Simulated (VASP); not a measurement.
# KBr in VASP: notebook

Runs on KBr. Level: PBE. Tasks: single point, relaxation of cell and atoms.

Everything below comes from runs of VASP 6.6.1. Logs are shortened: lines on timing, memory, paths and dates and some standing lists are left out, and cuts for length are marked.

### 1 The cell of the first run

The structure is orthorhombic, space group Cmmm (No. 65). The conventional cell has a = 5.706 Å, b = 5.720 Å, c = 4.039 Å, α = 90.00°, β = 90.00°, γ = 90.00°. Within 4.6 Å of K (site symmetry mmm) lie 8 Br at 3.50 Å and 6 K at 4.04 Å. Within 4.6 Å of Br (site symmetry mmm) lie 8 K at 3.50 Å and 6 Br at 4.04 Å.

The cell was built from a structure type or drawn by symmetry, and may not be a known phase.

### 2 Single point, PBE

Contents of INCAR:

```
SYSTEM = KBr
PREC = Accurate
ENCUT = 520
EDIFF = 1E-6
ISMEAR = 0
SIGMA = 0.02
LREAL = .False.
LASPH = .True.
NELM = 80
ALGO = Normal
ISIF = 2
LWAVE = .False.
LCHARG = .False.
GGA = PE
NBANDS = 15
```

Contents of KPOINTS:

```
Automatic mesh
0
Gamma
  6 6 6
  0 0 0
```

Contents of POSCAR:

```
KBr
1.0
    2.8530815913     -2.8597967196      0.0000000000
    2.8530815913      2.8597967196      0.0000000000
    0.0000000000      0.0000000000      4.0392882493
K Br
1 1
Direct
    0.5000000000      0.5000000000      0.5000000000
    0.0000000000      0.0000000000      0.0000000000
```

Potentials or basis: VASP PAW PBE potentials, release 64 (K_sv, Br).

On the command line:

```bash
cat potpaw_PBE.64/K_sv/POTCAR potpaw_PBE.64/Br/POTCAR > POTCAR
mpirun -np 1 vasp_std > vasp.out
```

OUTCAR:

```text
SYSTEM = KBr
   PREC = Accurate
   ENCUT = 520
   EDIFF = 1E-6
   ISMEAR = 0
   LREAL = .False.
   LASPH = .True.
   NELM = 80
   ISIF = 2
   GGA = PE

 ion  position               nearest neighbor table
   1  0.500  0.500  0.500-
   2  0.000  0.000  0.000-

  LATTYP: Found a base centered orthorhombic cell.
 ALAT       =     5.7061631826
 B/A-ratio  =     1.0023536405
 C/A-ratio  =     0.7078816571

  Lattice vectors:

 A1 = (   2.8530815913,  -2.8597967196,   0.0000000000)
 A2 = (   2.8530815913,   2.8597967196,   0.0000000000)
 A3 = (   0.0000000000,   0.0000000000,   4.0392882493)

Analysis of symmetry for initial positions (statically):
=====================================================================
 Subroutine PRICEL returns:
 Original cell was already a primitive cell.

 Routine SETGRP: Setting up the symmetry group for a
 base centered orthorhombic supercell.

 Subroutine GETGRP returns: Found  8 space group operations
 (whereof  8 operations were pure point group operations)
 out of a pool of  8 trial point group operations.

The static configuration has the point symmetry D_2h.

Analysis of symmetry for dynamics (positions and initial velocities):
=====================================================================
 Subroutine PRICEL returns:
 Original cell was already a primitive cell.

 Routine SETGRP: Setting up the symmetry group for a
 base centered orthorhombic supercell.

 Subroutine GETGRP returns: Found  8 space group operations
 (whereof  8 operations were pure point group operations)
 out of a pool of  8 trial point group operations.

The dynamic configuration has the point symmetry D_2h.

 Subroutine INISYM returns: Found  8 space group operations
 (whereof  8 operations are pure point group operations),
 and found     1 'primitive' translations

----------------------------------------------------------------------------------------

                                     Primitive cell

  volume of cell :      65.9150

  direct lattice vectors                    reciprocal lattice vectors
     2.853081591 -2.859796720  0.000000000     0.175249107 -0.174837602  0.000000000
     2.853081591  2.859796720  0.000000000     0.175249107  0.174837602  0.000000000
     0.000000000  0.000000000  4.039288249     0.000000000  0.000000000  0.247568368

  length of vectors
     4.039617784  4.039617784  4.039288249     0.247548857  0.247548857  0.247568368

  position of ions in fractional coordinates (direct lattice)
     0.500000000  0.500000000  0.500000000
     0.000000000  0.000000000  0.000000000
[... 88 lines left out ...]
   NELECT =      16.0000    total number of electrons
   NUPDOWN=      -1.0000    fix difference up-down
   EMIN   =  10.00;   EMAX   =-10.00  energy-range for DOS
   EFERMI =   0.00;   METHOD = LEGACY
   ISMEAR =     0;   SIGMA  =   0.02  broadening in eV -4-tet -1-fermi 0-gaus
   EFERMI_NEDOS =   21; number of points for ismear=-14 and -15
   IALGO  =     38    algorithm
   IMIX   =      4    mixing-type and parameters
     AMIX     =   0.40;   BMIX     =  1.00
     AMIX_MAG =   1.60;   BMIX_MAG =  1.00
  volume/ion in A,a.u.               =      32.96       222.41
  Fermi-wavevector in a.u.,A,eV,Ry     =   1.021222  1.929829 14.189435  1.042894
  Thomas-Fermi vector in A             =   2.154835
   LORBIT       =      0    0 simple, 1 ext, 2 COOP (PROOUT), +10 PAW based schemes
   GGA     = PE    functional components
   LHFCALC =     F    Hartree Fock is set to
   AEXX    =    0.0000 exact exchange contribution
   IVDW    =     0    specifies the selected vdW correction
   LEPSILON=     F    determine dielectric tensor
   LRPA    =     F    only Hartree local field effects (RPA)
 non-spin polarized calculation
 Gauss-broadening in eV      SIGMA  =   0.02
  energy-cutoff  :      520.00
  volume of cell :       65.91
 maximum number of plane-waves:      1800
   NGX = 15   NGY = 15   NGZ = 15

 number of electron      15.9999999 magnetization

 Free energy of the ion-electron system (eV)
  ---------------------------------------------------
  ext. energy  EPLUGINS =         0.00000000
  ---------------------------------------------------
  free energy    TOTEN  =        -6.07827353 eV

  energy without entropy =       -6.07827353  energy(sigma->0) =       -6.07827353

 E-fermi :  -0.6177     XC(G=0):  -7.8373

 val. band max:       -0.7467594765   @ k =   0.5000   0.5000   0.0000
 cond. band min:       3.1242425800   @ k =   0.0000   0.0000   0.0000
 fundamental gap:      3.8710020565
 Fermi energy:        -0.6176938314

 k-point     1 :       0.0000    0.0000    0.0000
  band No.  band energies     occupation
      1     -29.4115      2.00000
      2     -13.5279      2.00000
      3     -12.8359      2.00000
      4     -12.8358      2.00000
      5     -12.8358      2.00000
      6      -1.0100      2.00000
      7      -1.0078      2.00000
      8      -1.0066      2.00000
      9       3.1242      0.00000
     10       5.1033      0.00000
     11       5.1036      0.00000
     12       8.9082      0.00000
     13       8.9137      0.00000
     14       8.9205      0.00000
[... 401 lines left out ...]
      2     -13.3922      2.00000
      3     -12.9313      2.00000
      4     -12.8548      2.00000
      5     -12.8428      2.00000
      6      -2.2546      2.00000
      7      -1.8869      2.00000
      8      -1.2110      2.00000
      9       5.2677      0.00000
     10       6.5409      0.00000
     11       6.9596      0.00000
     12       7.4614      0.00000
     13       8.5938      0.00000
     14       8.8215      0.00000
     15      10.2416      0.00000

 [... further k-points ...]

------------------------ aborting loop because EDIFF is reached ----------------------------------------

  FORCE on cell =-STRESS in cart. coord.  units (eV):
  Direction    XX          YY          ZZ          XY          YZ          ZX
  --------------------------------------------------------------------------------------
  -------------------------------------------------------------------------------------
  Total        0.0009295     -0.0057086     -0.0012021      0.0000000      0.0000000      0.0000000
  in kB        0.0225928     -0.1387583     -0.0292193      0.0000000      0.0000000      0.0000000
  external PRESSURE =      -0.0484616 kB  Pullay stress =       0.0000000 kB

 VOLUME and BASIS-vectors are now :
 -----------------------------------------------------------------------------
  energy-cutoff  :      520.00
  volume of cell :       65.91
      direct lattice vectors                 reciprocal lattice vectors
     2.853081591 -2.859796720  0.000000000     0.175249107 -0.174837602  0.000000000
     2.853081591  2.859796720  0.000000000     0.175249107  0.174837602  0.000000000
     0.000000000  0.000000000  4.039288249     0.000000000  0.000000000  0.247568368

 POSITION                                       TOTAL-FORCE (eV/Angst)
 -----------------------------------------------------------------------------------
      2.85308      0.00000      2.01964         0.000000      0.000000      0.000000
      0.00000      0.00000      0.00000        -0.000000      0.000000      0.000000
 -----------------------------------------------------------------------------------
    total drift:                                0.000000      0.000000      0.000000

  FREE ENERGIE OF THE ION-ELECTRON SYSTEM (eV)
  ---------------------------------------------------
  free  energy   TOTEN  =        -6.0782735301 eV

  energy  without entropy=       -6.0782735301  energy(sigma->0) =       -6.07827353
```

It took 48 s on 1 thread of Oxide Virtual Turin-like, shared host; peak memory 0.16 GiB.

Results:

```yaml
Free_energy: -6.0783 eV
Pressure: 0.0 GPa
Band_gap_on_the_k_mesh: 3.87 eV (least direct gap 4.13 eV)
```

A k mesh can miss the band edges.

### 3 Single point, PBE

This run uses another cell than the first one: it holds 4 atoms, not 2.

Contents of INCAR:

```
  ALGO = Normal
  EDIFF = 1E-6
  ENCUT = 520
  GGA = PE
  ISIF = 2
  ISMEAR = 0
  LASPH = T
  LCHARG = T
  LELF = T
  LREAL = F
  LVHAR = T
  LWAVE = F
  NBANDS = 24
  NELM = 60
  PREC = Accurate
  SIGMA = 0.1
```

Contents of KPOINTS:

```
k-points
0
Gamma
  4 4 4
```

Contents of POSCAR:

```
KBr
1.0
    5.7716376334      0.0000000000      0.0000000000
    0.0000000000      5.6607120526      0.0000000000
    0.0000000000      0.0000000000      4.0471747269
K Br
2 2
Direct
    0.7500000000      0.2493010378      0.2508582978
    0.2500000000      0.7506989622      0.2508582978
    0.7500000000     -0.2511946384      0.7491417022
    0.2500000000      1.2511946384      0.7491417022
```

Potentials or basis: VASP PAW PBE potentials, release 64 (K_sv, Br).

On the command line:

```bash
cat potpaw_PBE.64/K_sv/POTCAR potpaw_PBE.64/Br/POTCAR > POTCAR
mpirun -np 1 vasp_std > vasp.out
```

Run time: 1.9 min. Hardware: 1 thread of Oxide Virtual Turin-like, shared host; peak memory 0.23 GiB.

It converged, with:

| Quantity | Value |
| --- | --- |
| Free energy | -12.1535 eV |
| Pressure | 0.0 GPa |
| Largest force | 0.014 eV/Å |
| Band gap on the k mesh | 3.86 eV |

Forces in eV/Å, atoms in the order of the input:
```
K    0.000  0.004 -0.004
K    0.000 -0.004 -0.004
Br   0.000  0.013  0.004
Br   0.000 -0.013  0.004
```

Stress tensor (GPa, compression positive):
```
-0.07  0.00  0.00
 0.00  0.06  0.00
 0.00  0.00 -0.01
```

Levels at points of the mesh, in eV from the valence-band top:
```
           k point  band 13  band 14  band 15  band 16  band 17  band 18  band 19  band 20
(0.00, 0.00, 0.00)    -0.27    -0.27    -0.25    -0.01     3.86     5.23     5.85     5.86
(0.50, 0.00, 0.00)    -0.90    -0.90    -0.19    -0.19     5.76     5.76     6.54     6.54
(0.00, 0.50, 0.00)    -0.92    -0.90    -0.20    -0.19     5.77     5.77     6.65     6.65
(0.50, 0.50, 0.00)    -0.24    -0.24    -0.23    -0.23     6.48     6.48     7.18     7.18
(0.00, 0.00, 0.50)    -1.42    -1.41    -0.26    -0.20     6.48     7.17     7.32     7.40
(0.50, 0.00, 0.50)    -0.90    -0.90    -0.77    -0.77     6.55     6.55     7.21     7.21
(0.00, 0.50, 0.50)    -0.88    -0.87    -0.79    -0.78     6.60     6.62     7.09     7.10
(0.50, 0.50, 0.50)    -1.38    -1.38     0.00     0.00     5.22     5.22     6.50     6.50
```

### 4 Relaxation of cell and atoms, PBE

This run uses another cell than the first one, of 33.06 Å³/atom.

Contents of INCAR:

```
ALGO     = Normal         # electronic algorithm
EDIFF    = 1E-6           # SCF threshold, eV
EDIFFG   = -0.01          # ionic threshold
ENCUT    = 600            # plane-wave cutoff, eV
GGA      = PE             # functional
IBRION   = 2              # ionic algorithm
ISIF     = 3              # what is computed and relaxed
ISMEAR   = 0              # smearing method
LASPH    = True           # aspherical terms in the spheres
LCHARG   = False          # write CHGCAR
LREAL    = False          # projectors in reciprocal space
LWAVE    = False          # write WAVECAR
NELM     = 100            # most SCF steps
NSW      = 100            # ionic steps
PREC     = Accurate       # precision mode
SIGMA    = 0.02           # smearing width, eV
```

Contents of KPOINTS:

```
k-points
0
Gamma
  6 6 6
```

Contents of POSCAR:

```
KBr
1.0
    2.8303560263     -2.8858188167      0.0000000000
    2.8303560263      2.8858188167      0.0000000000
    0.0000000000      0.0000000000      4.0471747269
K Br
1 1
Direct
    0.5000000000      0.5000000000      0.5000000000
    0.0000000000      0.0000000000      0.0000000000
```

On the command line:

```bash
cat potpaw_PBE.64/K_sv/POTCAR potpaw_PBE.64/Br/POTCAR > POTCAR
mpirun -np 1 vasp_std > vasp.out
```

Wall time 82 s (1 thread of Oxide Virtual Turin-like, shared host); peak memory 0.18 GiB.

It converged, with:

```
Free energy                           : -6.0785 eV
Relaxed volume                        : 33.06 Å³/atom
Relaxed cell                          : a = 4.047 Å, b = 4.047 Å, c = 4.038 Å, α = 90.00°, β = 90.00°, γ = 90.23°
Space group after relaxing (to 0.1 Å) : Pm-3m (No. 221)
Energy gained by relaxing             : 0.1 meV/atom
Ionic steps                           : 5
Pressure after relaxing               : 0.0 GPa
Band gap on the k mesh                : 3.86 eV (least direct gap 4.11 eV)
```

Stress tensor (GPa, compression positive):
```
-0.03  0.00  0.00
 0.00 -0.05  0.00
 0.00  0.00  0.04
```

The path:
| step | energy change (eV) | largest force (eV/Å) | pressure (GPa) | volume (Å³) |
| --- | --- | --- | --- | --- |
| 1 | 0.0000 | 0.0000 | 0.00 | 66.11 |
| 2 | 0.0000 | 0.0000 | -0.01 | 66.12 |
| 3 | -0.0001 | 0.0000 | -0.01 | 66.13 |
| 4 | -0.0002 | 0.0000 | -0.02 | 66.16 |
| 5 | -0.0002 | 0.0000 | -0.01 | 66.12 |

Final structure:
```
K Br
1.0
     2.85583   -2.86721    0.00000
     2.85583    2.86721    0.00000
     0.00000    0.00000    4.03772
K Br
1 1
Direct
  0.50000 0.50000 0.50000
  0.00000 0.00000 0.00000
```

Levels at points of the mesh, in eV from the valence-band top:
```csv
k point,band 4,band 5,band 6,band 7,band 8,band 9,band 10,band 11,band 12
"(0.00, 0.00, 0.00)",-12.10,-12.10,-0.27,-0.27,-0.26,3.86,5.84,5.85,9.64
"(0.50, 0.00, 0.00)",-12.08,-11.90,-1.95,-0.25,-0.23,6.47,7.17,7.64,8.91
"(0.50, 0.50, 0.00)",-12.24,-12.07,-1.39,-1.39,0.00,5.21,6.50,8.05,8.06
"(0.00, 0.00, 0.50)",-12.08,-11.90,-1.95,-0.25,-0.24,6.47,7.17,7.65,8.90
"(0.50, 0.00, 0.50)",-12.24,-12.07,-1.39,-1.39,-0.01,5.22,6.49,8.03,8.04
"(0.50, 0.50, 0.50)",-12.21,-12.21,-1.42,-1.42,-1.42,7.38,7.40,7.41,9.36
```

A k mesh can miss the band edges.

### 5 Summary

| task | cell | k mesh | cutoff (eV) | smearing | gap on the mesh (eV) | pressure (GPa) |
| --- | --- | --- | --- | --- | --- | --- |
| single point | a = 4.040 Å, angles 90.0, 90.0, 90.1°, 2 atoms, atomic positions A | 6 × 6 × 6 | 520 | gaussian 0.02 eV | 3.87 | 0.0 |
| single point | a = 5.772, b = 5.661, c = 4.047 Å, 4 atoms, atomic positions B | 4 × 4 × 4 | 520 | gaussian 0.1 eV | 3.86 | 0.0 |
| relaxation of cell and atoms | relaxed from a = 4.042, b = 4.042, c = 4.047 Å, angles 90.0, 90.0, 91.1°, 2 atoms, atomic positions A | 6 × 6 × 6 | 600 | gaussian 0.02 eV | 3.86 | 0.0 |

Alike in all rows: level PBE; potentials or basis VASP PAW PBE potentials, release 64 (K_sv, Br); no spin polarisation.

Absolute energies hang on the potentials; compare differences alone.
